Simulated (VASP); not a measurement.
# TiH (Fm-3m) in VASP: notebook, part 3 of 3

VASP 6.6.1. Earlier steps stand in the parts before.

### 7 Relaxation of cell and atoms, BLYP+D3(BJ)

This run uses another cell than the first one, of 9.13 Å³/atom, 1.087 times its volume.

INCAR reads:

```
PREC = Accurate ; ENCUT = 600
EDIFF = 1E-6 ; ISMEAR = -1
SIGMA = 0.05 ; LREAL = False
LASPH = True ; NELM = 60
ALGO = Normal ; ISIF = 3
LWAVE = False ; LCHARG = False
GGA = B5 ; ALDAX = 1.0
AGGAX = 1.0 ; AGGAC = 1.0
ALDAC = 0.0 ; IVDW = 12
VDW_S6 = 1.0 ; VDW_S8 = 2.6996
VDW_A1 = 0.4298 ; VDW_A2 = 4.2359
IBRION = 2 ; NSW = 80
EDIFFG = -0.01
```

KPOINTS reads:

```
Automatic mesh
0
Gamma
  11 11 11
```

POSCAR reads:

```
TiH
1.0
    0.0000000000      2.0896970000      2.0896970000
    2.0896970000      0.0000000000      2.0896970000
    2.0896970000      2.0896970000      0.0000000000
Ti H
1 1
Direct
    0.0000000000      0.0000000000      0.0000000000
    0.5000000000      0.5000000000      0.5000000000
```

Potentials or basis: VASP PAW PBE potentials, release 64 (Ti_sv, H).

The run is started by

```console
$ cat potpaw_PBE.64/Ti_sv/POTCAR potpaw_PBE.64/H/POTCAR > POTCAR
$ mpirun -np 1 vasp_std > vasp.out
```

OUTCAR:

```text
PREC = Accurate
   ENCUT = 600
   EDIFF = 1E-6
   ISMEAR = -1
   LREAL = False
   LASPH = True
   NELM = 60
   ISIF = 3
   GGA = B5
   IVDW = 12
   IBRION = 2
   NSW = 80
   EDIFFG = -0.01
 IVDW          = 12

 ion  position               nearest neighbor table
   1  0.000  0.000  0.000-
   2  0.500  0.500  0.500-

  LATTYP: Found a face centered cubic cell.
 ALAT       =     4.1793940000

  Lattice vectors:

 A1 = (   0.0000000000,   2.0896970000,   2.0896970000)
 A2 = (   2.0896970000,   0.0000000000,   2.0896970000)
 A3 = (   2.0896970000,   2.0896970000,   0.0000000000)

Analysis of symmetry for initial positions (statically):
=====================================================================
 Subroutine PRICEL returns:
 Original cell was already a primitive cell.

 Routine SETGRP: Setting up the symmetry group for a
 face centered cubic supercell.

 Subroutine GETGRP returns: Found 48 space group operations
 (whereof 48 operations were pure point group operations)
 out of a pool of 48 trial point group operations.

The static configuration has the point symmetry O_h .

Analysis of symmetry for dynamics (positions and initial velocities):
=====================================================================
 Subroutine PRICEL returns:
 Original cell was already a primitive cell.

 Routine SETGRP: Setting up the symmetry group for a
 face centered cubic supercell.

 Subroutine GETGRP returns: Found 48 space group operations
 (whereof 48 operations were pure point group operations)
 out of a pool of 48 trial point group operations.

The dynamic configuration has the point symmetry O_h .

 Subroutine INISYM returns: Found 48 space group operations
 (whereof 48 operations are pure point group operations),
 and found     1 'primitive' translations

----------------------------------------------------------------------------------------

                                     Primitive cell

  volume of cell :      18.2507

  direct lattice vectors                    reciprocal lattice vectors
     0.000000000  2.089697000  2.089697000    -0.239269138  0.239269138  0.239269138
     2.089697000  0.000000000  2.089697000     0.239269138 -0.239269138  0.239269138
     2.089697000  2.089697000  0.000000000     0.239269138  0.239269138 -0.239269138

  length of vectors
     2.955277839  2.955277839  2.955277839     0.414426304  0.414426304  0.414426304

  position of ions in fractional coordinates (direct lattice)
     0.000000000  0.000000000  0.000000000
     0.500000000  0.500000000  0.500000000

  ion indices of the primitive-cell ions
   primitive index   ion index
                 1           1
                 2           2

----------------------------------------------------------------------------------------

 KPOINTS: Automatic mesh

Automatic generation of k-mesh.
 Grid dimensions read from file:
 generate k-points for:   11   11   11

 Generating k-lattice:

  Cartesian coordinates                     Fractional coordinates (reciprocal lattice)
    -0.021751740  0.021751740  0.021751740     0.090909091  0.000000000  0.000000000
     0.021751740 -0.021751740  0.021751740     0.000000000  0.090909091  0.000000000
     0.021751740  0.021751740 -0.021751740     0.000000000  0.000000000  0.090909091

  Length of vectors
     0.037675119  0.037675119  0.037675119

  Shift w.r.t. Gamma in fractional coordinates (k-lattice)
     0.000000000  0.000000000  0.000000000

 Subroutine IBZKPT returns following result:
 ===========================================

 Found     56 irreducible k-points:

 Following reciprocal coordinates:
            Coordinates               Weight
  0.000000  0.000000  0.000000      1.000000
  0.090909  0.000000  0.000000      8.000000
  0.181818  0.000000  0.000000      8.000000
  0.272727  0.000000  0.000000      8.000000
  0.363636  0.000000  0.000000      8.000000
  0.454545  0.000000  0.000000      8.000000
[... 16 lines left out ...]
 -0.272727  0.181818  0.000000     24.000000
 -0.181818  0.181818  0.000000     12.000000
 [... further k-points ...]
   k-points           NKPTS =     56   k-points in BZ     NKDIM =     56   number of bands    NBANDS=     10
   number of dos      NEDOS =    301   number of ions     NIONS =      2
   total plane-waves  NPLWV =  13824
   dimension x,y,z NGX =    24 NGY =   24 NGZ =   24
   dimension x,y,z NGXF=    48 NGYF=   48 NGZF=   48
   ions per type =               1   1
   NGX,Y,Z   is equivalent  to a cutoff of  13.50, 13.50, 13.50 a.u.
   NGXF,Y,Z  is equivalent  to a cutoff of  27.00, 27.00, 27.00 a.u.
 SYSTEM =  unknown system
   PREC   = accura    normal or accurate (medium, high low for compatibility)
   ISTART =      0    job   : 0-new  1-cont  2-samecut
   ICHARG =      2    charge: 1-file 2-atom 10-const
   ISPIN  =      1    spin polarized calculation?
   LNONCOLLINEAR =      F non collinear calculations
   LSORBIT =      F    spin-orbit coupling
   LASPH  =      T    aspherical Exc in radial PAW
   ENCUT  =  600.0 eV  44.10 Ry    6.64 a.u.   5.90  5.90  5.90*2*pi/ulx,y,z
   NELM   =     60;   NELMIN=  2; NELMDL= -5     # of ELM steps
   EDIFF  = 0.1E-05   stopping-criterion for ELM
   LREAL  =      F    real-space projection
   EDIFFG = -.1E-01   stopping-criterion for IOM
   NSW    =     80    number of steps for IOM
   IBRION =      2    ionic relax: 0-MD 1-quasi-New 2-CG
   NFREE  =      1    steps in history (QN), initial steepest desc. (CG)
   ISIF   =      3    stress and relaxation
   ISYM   =      2    0-nonsym 1-usesym 2-fastsym
   POTIM  = 0.5000    time-step for ionic-motion
   TEBEG  =    0.0;   TEEND  =   0.0 temperature during run
   PSTRESS=    0.0 pullay stress
   NELECT =      13.0000    total number of electrons
   NUPDOWN=      -1.0000    fix difference up-down
   EMIN   =  10.00;   EMAX   =-10.00  energy-range for DOS
   EFERMI =   0.00;   METHOD = LEGACY
   ISMEAR =    -1;   SIGMA  =   0.05  broadening in eV -4-tet -1-fermi 0-gaus
   EFERMI_NEDOS =   21; number of points for ismear=-14 and -15
   IALGO  =     38    algorithm
   IMIX   =      4    mixing-type and parameters
     AMIX     =   0.40;   BMIX     =  1.00
     AMIX_MAG =   1.60;   BMIX_MAG =  1.00
  volume/ion in A,a.u.               =       9.13        61.58
  Fermi-wavevector in a.u.,A,eV,Ry     =   1.462051  2.762876 29.083735  2.137594
  Thomas-Fermi vector in A             =   2.578310
   LORBIT       =      0    0 simple, 1 ext, 2 COOP (PROOUT), +10 PAW based schemes
   GGA     = B5    functional components
   LHFCALC =     F    Hartree Fock is set to
   AEXX    =    0.0000 exact exchange contribution
   IVDW    =    12    specifies the selected vdW correction
   LEPSILON=     F    determine dielectric tensor
   LRPA    =     F    only Hartree local field effects (RPA)
 conjugate gradient relaxation of ions
 non-spin polarized calculation
  energy-cutoff  :      600.00
  volume of cell :       18.25
 maximum number of plane-waves:       620
   NGX = 11   NGY = 11   NGZ = 11

--------------------------------------- Ionic step        1  -------------------------------------------

 number of electron      12.9999996 magnetization

 Free energy of the ion-electron system (eV)
  ---------------------------------------------------
  ext. energy  EPLUGINS =         0.00000000
  ---------------------------------------------------
  free energy    TOTEN  =       -10.65164537 eV

  energy without entropy =      -10.63111899  energy(sigma->0) =      -10.64138218

 E-fermi :   9.2829     XC(G=0): -11.3260

 val. band max:        9.2811246821   @ k =  -0.3636   0.3636   0.0000
 cond. band min:       9.2922099446   @ k =  -0.4545   0.1818   0.0909
 fundamental gap:      0.0110852626
 Fermi energy:         9.2829290037

 k-point     1 :       0.0000    0.0000    0.0000
  band No.  band energies     occupation
      1     -47.2718      2.00000
      2     -23.3743      2.00000
      3     -23.3743      2.00000
      4     -23.3743      2.00000
      5      -0.1688      2.00000
      6       9.8550      0.00002
      7       9.8550      0.00002
      8       9.8550      0.00002
      9      11.4165      0.00000
     10      11.4165      0.00000
[... 376 lines left out ...]
  energy  without entropy=      -12.4176702016  energy(sigma->0) =      -12.42665734

--------------------------------------- Ionic step        3  -------------------------------------------

 number of electron      13.0000002 magnetization

 Free energy of the ion-electron system (eV)
  ---------------------------------------------------
  ext. energy  EPLUGINS =         0.00000000
  ---------------------------------------------------
  free energy    TOTEN  =       -10.54883593 eV

  energy without entropy =      -10.53050337  energy(sigma->0) =      -10.53966965

 E-fermi :  10.2163     XC(G=0): -11.7160

 val. band max:       10.2097527347   @ k =  -0.4545   0.1818   0.0909
 cond. band min:      10.2554991512   @ k =   0.4545   0.2727   0.0000
 fundamental gap:      0.0457464165
 Fermi energy:        10.2163482381

 k-point     1 :       0.0000    0.0000    0.0000
  band No.  band energies     occupation
      1     -46.2279      2.00000
      2     -22.2361      2.00000
      3     -22.2361      2.00000
      4     -22.2361      2.00000
      5       0.3867      2.00000
      6      10.8123      0.00001
      7      10.8123      0.00001
      8      10.8123      0.00001
      9      12.5474      0.00000
     10      12.5474      0.00000
[... 332 lines left out ...]
  FREE ENERGIE OF THE ION-ELECTRON SYSTEM (eV)
  ---------------------------------------------------
  free  energy   TOTEN  =       -12.4364826473 eV

  energy  without entropy=      -12.4181500917  energy(sigma->0) =      -12.42731637

 reached required accuracy - stopping structural energy minimisation
```

Run time: 22 s. Hardware: 1 thread of Intel Xeon 6975P-C (Granite Rapids), shared host; peak memory 0.16 GiB.

Results:

```
Free energy                            : -12.4365 eV
Relaxed volume                         : 8.41 Å³/atom
Relaxed cell                           : a = 2.875 Å, b = 2.875 Å, c = 2.875 Å, α = 60.00°, β = 60.00°, γ = 60.00°
Space group after relaxing (to 0.05 Å) : Fm-3m (No. 225)
Energy gained by relaxing              : 26.5 meV/atom
Ionic steps                            : 3
Pressure after relaxing                : 0.0 GPa
Dispersion energy per atom             : -0.944 eV
```

The path:
```tsv
step	energy change (eV)	largest force (eV/Å)	pressure (GPa)	volume (Å³)
1	0.0000	0.0000	-11.02	18.25
2	-0.0521	0.0000	1.68	16.64
3	-0.0530	0.0000	-0.03	16.81
```

Final structure:
```
CELL_PARAMETERS angstrom
0.00000 2.03328 2.03328
2.03328 0.00000 2.03328
2.03328 2.03328 0.00000
ATOMIC_POSITIONS crystal
Ti 0.00000 0.00000 0.00000
H 0.50000 0.50000 0.50000
```

Caveat: the PAW data sets were made with another functional, which shifts forces and pressure a little; pairwise dispersion overbinds metals, which lowers pressure and volume.

### 8 Overview

| task | level | potentials or basis | cell | cutoff (eV) | gap on the mesh (eV) | pressure (GPa) | relaxed volume (Å³/atom) |
| --- | --- | --- | --- | --- | --- | --- | --- |
| single point | BLYP+D3(BJ) | VASP PAW PBE potentials, release 64 (Ti_sv, H) | a = 2.874 Å, angles 60.0°, 2 atoms | 520 | none | 0.1 | - |
| single point | PBEsol | VASP PAW PBE potentials, release 64 (Ti_sv, H) | a = 2.931 Å, angles 60.0°, 2 atoms | 520 | none | -0.1 | - |
| single point | LDA | VASP PAW LDA potentials, release 64 (Ti_sv, H) | a = 2.902 Å, angles 60.0°, 2 atoms | 520 | none | 0.1 | - |
| relaxation of cell and atoms | PBEsol | VASP PAW PBE potentials, release 64 (Ti_sv, H) | relaxed from a = 2.955 Å, angles 60.0°, 2 atoms | 600 | none | 0.0 | 8.90 |
| relaxation of cell and atoms | LDA | VASP PAW LDA potentials, release 64 (Ti_sv, H) | relaxed from a = 2.955 Å, angles 60.0°, 2 atoms | 600 | none | 0.0 | 8.65 |
| relaxation of cell and atoms | BLYP+D3(BJ) | VASP PAW PBE potentials, release 64 (Ti_sv, H) | relaxed from a = 2.955 Å, angles 60.0°, 2 atoms | 600 | none | 0.0 | 8.41 |

Alike in all rows: no spin polarisation; k mesh 11 × 11 × 11; smearing fermi-dirac 0.05 eV.

Caveats: the PAW data sets were made with another functional, which shifts forces and pressure a little (some runs); pairwise dispersion overbinds metals, which lowers pressure and volume (some runs).

Total energies depend on the potentials used, so only differences within one code and one set of settings carry meaning.
